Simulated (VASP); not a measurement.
# BaZrO3 (Pm-3m) in VASP: notebook

The runs below take BaZrO3 through single point, with PBE.

All numbers are computed with VASP 6.6.1; they aren't measurements. Logs are shortened: lines on timing, memory, paths and dates and some standing lists are left out, and cuts for length are marked.

## 1. The cell of the first run

It takes space group Pm-3m (No. 221, cubic). Conventional cell: a = 4.182 Å, b = 4.182 Å, c = 4.182 Å, α = 90.00°, β = 90.00°, γ = 90.00°. Ba (site symmetry m-3m) has 12 O at 2.96 Å and 8 Zr at 3.62 Å within 3.9 Å. Within 2.8 Å of Zr (site symmetry m-3m) lie 6 O at 2.09 Å. Within 2.8 Å of O (site symmetry 4/mmm) lie 2 Zr at 2.09 Å.

## 2. Single point, PBE

Input file INCAR:

```
ALGO = Normal
EDIFF = 1E-6
ENCUT = 520
GGA = PE
ISIF = 2
ISMEAR = 0
LASPH = True
LCHARG = False
LREAL = False
LWAVE = False
NBANDS = 28
NELM = 100
PREC = Accurate
SIGMA = 0.05
```

Input file KPOINTS:

```
k-points
0
Gamma
  8 8 8
```

Input file POSCAR:

```
BaZrO3
1.0
    4.1815040793      0.0000000000      0.0000000000
    0.0000000000      4.1815040793      0.0000000000
    0.0000000000      0.0000000000      4.1815040793
Ba Zr O
1 1 3
Direct
    0.0000000000      0.0000000000      0.0000000000
    0.5000000000      0.5000000000      0.5000000000
    0.0000000000      0.5000000000      0.5000000000
    0.5000000000      0.5000000000      0.0000000000
    0.5000000000      0.0000000000      0.5000000000
```

Potentials or basis: VASP PAW PBE potentials, release 64 (Ba_sv, Zr_sv, O).

On the command line:

```
> cat potpaw_PBE.64/Ba_sv/POTCAR potpaw_PBE.64/Zr_sv/POTCAR potpaw_PBE.64/O/POTCAR > POTCAR
> mpirun -np 1 vasp_std > vasp.out
```

OUTCAR:

```text
EDIFF = 1E-6
   ENCUT = 520
   GGA = PE
   ISIF = 2
   ISMEAR = 0
   LASPH = True
   LREAL = False
   NELM = 100
   PREC = Accurate

 ion  position               nearest neighbor table
   1  0.000  0.000  0.000-   3 2.96   4 2.96   5 2.96   3 2.96   5 2.96   3 2.96   4 2.96   3 2.96
                             4 2.96   5 2.96   5 2.96   4 2.96   2 3.62   2 3.62   2 3.62   2 3.62
   2  0.500  0.500  0.500-   3 2.09   4 2.09   5 2.09   4 2.09   5 2.09   3 2.09   1 3.62   1 3.62
                             1 3.62   1 3.62   1 3.62   1 3.62   1 3.62   1 3.62
   3  0.000  0.500  0.500-   2 2.09   2 2.09   1 2.96   1 2.96   1 2.96   1 2.96
   4  0.500  0.500  0.000-   2 2.09   2 2.09   1 2.96   1 2.96   1 2.96   1 2.96
   5  0.500  0.000  0.500-   2 2.09   2 2.09   1 2.96   1 2.96   1 2.96   1 2.96

  LATTYP: Found a simple cubic cell.
 ALAT       =     4.1815040793

  Lattice vectors:

 A1 = (   4.1815040793,   0.0000000000,   0.0000000000)
 A2 = (   0.0000000000,   4.1815040793,   0.0000000000)
 A3 = (   0.0000000000,   0.0000000000,   4.1815040793)

Analysis of symmetry for initial positions (statically):
=====================================================================
 Subroutine PRICEL returns:
 Original cell was already a primitive cell.

 Routine SETGRP: Setting up the symmetry group for a
 simple cubic supercell.

 Subroutine GETGRP returns: Found 48 space group operations
 (whereof 48 operations were pure point group operations)
 out of a pool of 48 trial point group operations.

The static configuration has the point symmetry O_h .

Analysis of symmetry for dynamics (positions and initial velocities):
=====================================================================
 Subroutine PRICEL returns:
 Original cell was already a primitive cell.

 Routine SETGRP: Setting up the symmetry group for a
 simple cubic supercell.

 Subroutine GETGRP returns: Found 48 space group operations
 (whereof 48 operations were pure point group operations)
 out of a pool of 48 trial point group operations.

The dynamic configuration has the point symmetry O_h .

 Subroutine INISYM returns: Found 48 space group operations
 (whereof 48 operations are pure point group operations),
 and found     1 'primitive' translations

----------------------------------------------------------------------------------------

                                     Primitive cell

  volume of cell :      73.1135

  direct lattice vectors                    reciprocal lattice vectors
     4.181504079  0.000000000  0.000000000     0.239148398  0.000000000  0.000000000
     0.000000000  4.181504079  0.000000000     0.000000000  0.239148398  0.000000000
     0.000000000  0.000000000  4.181504079     0.000000000  0.000000000  0.239148398

  length of vectors
     4.181504079  4.181504079  4.181504079     0.239148398  0.239148398  0.239148398

  position of ions in fractional coordinates (direct lattice)
     0.000000000  0.000000000  0.000000000
     0.500000000  0.500000000  0.500000000
     0.000000000  0.500000000  0.500000000
     0.500000000  0.500000000  0.000000000
     0.500000000  0.000000000  0.500000000

  ion indices of the primitive-cell ions
   primitive index   ion index
                 1           1
                 2           2
                 3           3
                 4           4
                 5           5

----------------------------------------------------------------------------------------

 KPOINTS: k-points

Automatic generation of k-mesh.
 Grid dimensions read from file:
 generate k-points for:    8    8    8

 Generating k-lattice:

  Cartesian coordinates                     Fractional coordinates (reciprocal lattice)
     0.029893550  0.000000000  0.000000000     0.125000000  0.000000000  0.000000000
     0.000000000  0.029893550  0.000000000     0.000000000  0.125000000  0.000000000
     0.000000000  0.000000000  0.029893550     0.000000000  0.000000000  0.125000000

  Length of vectors
     0.029893550  0.029893550  0.029893550

  Shift w.r.t. Gamma in fractional coordinates (k-lattice)
     0.000000000  0.000000000  0.000000000

 Subroutine IBZKPT returns following result:
 ===========================================

 Found     35 irreducible k-points:

 Following reciprocal coordinates:
            Coordinates               Weight
  0.000000  0.000000  0.000000      1.000000
  0.125000  0.000000  0.000000      6.000000
  0.250000  0.000000  0.000000      6.000000
  0.375000  0.000000  0.000000      6.000000
  0.500000  0.000000  0.000000      3.000000
  0.125000  0.125000  0.000000     12.000000
[... 16 lines left out ...]
  0.375000  0.375000  0.125000     24.000000
  0.500000  0.375000  0.125000     24.000000
 [... further k-points ...]
   k-points           NKPTS =     35   k-points in BZ     NKDIM =     35   number of bands    NBANDS=     28
   number of dos      NEDOS =    301   number of ions     NIONS =      5
   total plane-waves  NPLWV =  32768
   dimension x,y,z NGX =    32 NGY =   32 NGZ =   32
   dimension x,y,z NGXF=    64 NGYF=   64 NGZF=   64
   ions per type =               1   1   3
   NGX,Y,Z   is equivalent  to a cutoff of  12.72, 12.72, 12.72 a.u.
   NGXF,Y,Z  is equivalent  to a cutoff of  25.44, 25.44, 25.44 a.u.
 SYSTEM =  unknown system
   PREC   = accura    normal or accurate (medium, high low for compatibility)
   ISTART =      0    job   : 0-new  1-cont  2-samecut
   ICHARG =      2    charge: 1-file 2-atom 10-const
   ISPIN  =      1    spin polarized calculation?
   LNONCOLLINEAR =      F non collinear calculations
   LSORBIT =      F    spin-orbit coupling
   LASPH  =      T    aspherical Exc in radial PAW
   ENCUT  =  520.0 eV  38.22 Ry    6.18 a.u.   7.77  7.77  7.77*2*pi/ulx,y,z
   NELM   =    100;   NELMIN=  2; NELMDL= -5     # of ELM steps
   EDIFF  = 0.1E-05   stopping-criterion for ELM
   LREAL  =      F    real-space projection
   EDIFFG = 0.1E-04   stopping-criterion for IOM
   NSW    =      0    number of steps for IOM
   IBRION =     -1    ionic relax: 0-MD 1-quasi-New 2-CG
   NFREE  =      0    steps in history (QN), initial steepest desc. (CG)
   ISIF   =      2    stress and relaxation
   ISYM   =      2    0-nonsym 1-usesym 2-fastsym
   POTIM  = 0.5000    time-step for ionic-motion
   TEBEG  =    0.0;   TEEND  =   0.0 temperature during run
   PSTRESS=    0.0 pullay stress
   NELECT =      40.0000    total number of electrons
   NUPDOWN=      -1.0000    fix difference up-down
   EMIN   =  10.00;   EMAX   =-10.00  energy-range for DOS
   EFERMI =   0.00;   METHOD = LEGACY
   ISMEAR =     0;   SIGMA  =   0.05  broadening in eV -4-tet -1-fermi 0-gaus
   EFERMI_NEDOS =   21; number of points for ismear=-14 and -15
   IALGO  =     38    algorithm
   IMIX   =      4    mixing-type and parameters
     AMIX     =   0.40;   BMIX     =  1.00
     AMIX_MAG =   1.60;   BMIX_MAG =  1.00
  volume/ion in A,a.u.               =      14.62        98.68
  Fermi-wavevector in a.u.,A,eV,Ry     =   1.338944  2.530237 24.392118  1.792770
  Thomas-Fermi vector in A             =   2.467374
   LORBIT       =      0    0 simple, 1 ext, 2 COOP (PROOUT), +10 PAW based schemes
   GGA     = PE    functional components
   LHFCALC =     F    Hartree Fock is set to
   AEXX    =    0.0000 exact exchange contribution
   IVDW    =     0    specifies the selected vdW correction
   LEPSILON=     F    determine dielectric tensor
   LRPA    =     F    only Hartree local field effects (RPA)
 non-spin polarized calculation
 Gauss-broadening in eV      SIGMA  =   0.05
  energy-cutoff  :      520.00
  volume of cell :       73.11
 maximum number of plane-waves:      1996
 NGX is ok and might be reduce to    32
   NGX = 15   NGY = 15   NGZ = 15

 number of electron      40.0000004 magnetization

 Free energy of the ion-electron system (eV)
  ---------------------------------------------------
  ext. energy  EPLUGINS =         0.00000000
  ---------------------------------------------------
  free energy    TOTEN  =       -41.66739346 eV

  energy without entropy =      -41.66739346  energy(sigma->0) =      -41.66739346

 E-fermi :   4.1301     XC(G=0): -10.8070

 val. band max:        3.8398610119   @ k =   0.5000   0.5000   0.5000
 cond. band min:       7.0445932934   @ k =   0.0000   0.0000   0.0000
 fundamental gap:      3.2047322815
 Fermi energy:         4.1300585471

 k-point     1 :       0.0000    0.0000    0.0000
  band No.  band energies     occupation
      1     -43.1348      2.00000
      2     -21.4548      2.00000
      3     -21.3057      2.00000
      4     -21.3057      2.00000
      5     -21.3057      2.00000
      6     -12.5441      2.00000
[... 20 lines left out ...]
     27      11.3625      0.00000
     28      11.3625      0.00000

 k-point     2 :       0.1250    0.0000    0.0000
  band No.  band energies     occupation
      1     -43.1343      2.00000
      2     -21.5015      2.00000
      3     -21.3047      2.00000
      4     -21.3047      2.00000
      5     -21.2889      2.00000
      6     -12.5397      2.00000
[... 20 lines left out ...]
     27      11.3634      0.00000
     28      11.8665      0.00000

 k-point     3 :       0.2500    0.0000    0.0000
  band No.  band energies     occupation
      1     -43.1330      2.00000
      2     -21.6002      2.00000
      3     -21.3022      2.00000
      4     -21.3022      2.00000
      5     -21.2594      2.00000
      6     -12.6033      2.00000
[... 20 lines left out ...]
     27      11.3633      0.00000
     28      11.7695      0.00000

 k-point     4 :       0.3750    0.0000    0.0000
  band No.  band energies     occupation
      1     -43.1318      2.00000
      2     -21.6902      2.00000
      3     -21.2996      2.00000
      4     -21.2996      2.00000
      5     -21.2349      2.00000
      6     -12.6879      2.00000
[... 20 lines left out ...]
     27      11.3557      0.00000
     28      12.1440      0.00000

 k-point     5 :       0.5000    0.0000    0.0000
  band No.  band energies     occupation
      1     -43.1313      2.00000
      2     -21.7260      2.00000
      3     -21.2986      2.00000
      4     -21.2986      2.00000
      5     -21.2254      2.00000
      6     -12.7243      2.00000
[... 20 lines left out ...]
     27      11.3467      0.00000
     28      12.4030      0.00000

 k-point     6 :       0.1250    0.1250    0.0000
  band No.  band energies     occupation
      1     -43.1337      2.00000
      2     -21.5214      2.00000
      3     -21.3443      2.00000
      4     -21.3037      2.00000
      5     -21.2590      2.00000
      6     -12.5109      2.00000
[... 463 lines left out ...]
      5     -21.2648      2.00000
      6     -12.3530      2.00000
[... 20 lines left out ...]
     27      11.9057      0.00000
     28      12.5255      0.00000

 k-point    22 :       0.5000    0.2500    0.1250
  band No.  band energies     occupation
      1     -43.1290      2.00000
      2     -21.6449      2.00000
      3     -21.4309      2.00000
      4     -21.3349      2.00000
      5     -21.2827      2.00000
      6     -12.3603      2.00000
[... 20 lines left out ...]
     27      12.1243      0.00000
     28      12.3654      0.00000

 k-point    23 :       0.3750    0.3750    0.1250
  band No.  band energies     occupation
      1     -43.1283      2.00000
      2     -21.5777      2.00000
      3     -21.5212      2.00000
      4     -21.3378      2.00000
      5     -21.3016      2.00000
      6     -12.2879      2.00000
[... 20 lines left out ...]
     27      12.0430      0.00000
     28      12.7938      0.00000

 k-point    24 :       0.5000    0.3750    0.1250
  band No.  band energies     occupation
      1     -43.1278      2.00000
      2     -21.5876      2.00000
      3     -21.5204      2.00000
      4     -21.3324      2.00000
      5     -21.3269      2.00000
      6     -12.2710      2.00000
[... 20 lines left out ...]
     27      12.3338      0.00000
     28      12.9929      0.00000

 [... further k-points ...]

------------------------ aborting loop because EDIFF is reached ----------------------------------------

  FORCE on cell =-STRESS in cart. coord.  units (eV):
  Direction    XX          YY          ZZ          XY          YZ          ZX
  --------------------------------------------------------------------------------------
  -------------------------------------------------------------------------------------
  Total        2.8849092      2.8849092      2.8849092     -0.0000000     -0.0000000      0.0000000
  in kB       63.2186403     63.2186403     63.2186403     -0.0000000     -0.0000000      0.0000000
  external PRESSURE =      63.2186403 kB  Pullay stress =       0.0000000 kB

 VOLUME and BASIS-vectors are now :
 -----------------------------------------------------------------------------
  energy-cutoff  :      520.00
  volume of cell :       73.11
      direct lattice vectors                 reciprocal lattice vectors
     4.181504079  0.000000000  0.000000000     0.239148398  0.000000000  0.000000000
     0.000000000  4.181504079  0.000000000     0.000000000  0.239148398  0.000000000
     0.000000000  0.000000000  4.181504079     0.000000000  0.000000000  0.239148398

 POSITION                                       TOTAL-FORCE (eV/Angst)
 -----------------------------------------------------------------------------------
      0.00000      0.00000      0.00000         0.000000      0.000000      0.000000
      2.09075      2.09075      2.09075         0.000000      0.000000      0.000000
      0.00000      2.09075      2.09075         0.000000      0.000000      0.000000
      2.09075      2.09075      0.00000         0.000000      0.000000      0.000000
      2.09075      0.00000      2.09075         0.000000      0.000000      0.000000
 -----------------------------------------------------------------------------------
    total drift:                                0.000000     -0.000000     -0.000000

  FREE ENERGIE OF THE ION-ELECTRON SYSTEM (eV)
  ---------------------------------------------------
  free  energy   TOTEN  =       -41.6673934600 eV

  energy  without entropy=      -41.6673934600  energy(sigma->0) =      -41.66739346
```

It took 31 s on 1 thread of AMD EPYC 9R45 (Zen 5), shared host; peak memory 0.19 GiB.

What came out:

```yaml
Free_energy: -41.6674 eV
Pressure: 6.3 GPa
Band_gap_on_the_k_mesh: 3.20 eV (least direct gap 3.42 eV)
```

Levels at points of the mesh, in eV from the valence-band top:
| k point | band 16 | band 17 | band 18 | band 19 | band 20 | band 21 | band 22 | band 23 | band 24 | band 25 |
| --- | --- | --- | --- | --- | --- | --- | --- | --- | --- | --- |
| (0.00, 0.00, 0.00) | -0.99 | -0.99 | -0.22 | -0.22 | -0.22 | 3.20 | 3.20 | 3.20 | 4.66 | 4.66 |
| (0.50, 0.00, 0.00) | -1.74 | -1.74 | -1.70 | -0.44 | -0.44 | 3.66 | 5.76 | 5.76 | 6.46 | 6.72 |
| (0.50, 0.50, 0.00) | -2.42 | -0.93 | -0.93 | -0.77 | -0.08 | 5.72 | 5.72 | 6.50 | 6.54 | 7.74 |
| (0.50, 0.50, 0.50) | -2.54 | -2.54 | 0.00 | 0.00 | 0.00 | 6.01 | 6.01 | 6.01 | 7.06 | 7.06 |

Caveat: the cell stands under pressure; spin-orbit coupling is left out, which moves the levels of the heavy elements.

[end of part 1 of 2]
